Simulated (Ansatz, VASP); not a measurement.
# One calculation of TiO2, two programs

```
Ti O
1.0
    -1.93035    1.93035    4.75700
     1.93035   -1.93035    4.75700
     1.93035    1.93035   -4.75700
Ti O
2 4
Direct
  0.00000 0.00000 0.00000
  0.75000 0.25000 0.50000
  0.20660 0.20660 0.00000
  0.95660 0.45660 0.50000
  0.54340 0.04340 0.50000
  0.79340 0.79340 0.00000
```

Change from the starting cell: equal xx and yy strain of +2 %.

Alike in both runs: task single point; functional PBE; k mesh 13 × 13 × 13; occupations fermi-dirac, width 0.08 eV; no spin polarisation.

|  | VASP | Ansatz |
| --- | --- | --- |
| version | VASP 6.6.1 | Ansatz 0.2.0 |
| potentials or method | VASP PAW PBE potentials, release 64 (Ti_sv, O), cutoff 520 eV | all-electron LAPW, scalar-relativistic |

```csv
,VASP,Ansatz,Ansatz less VASP
pressure (GPa),-1.4,-2.0,-0.61
"traceless stress, the component that is largest in VASP (GPa)",5.07,4.87,-0.193
rms of the force components (eV/Å),0.163,0.150,-0.0134
```

Atom by atom the forces differ by 0.013 eV/Å (rms over components). Ansatz ran all-electron here, and VASP with PAW potentials.
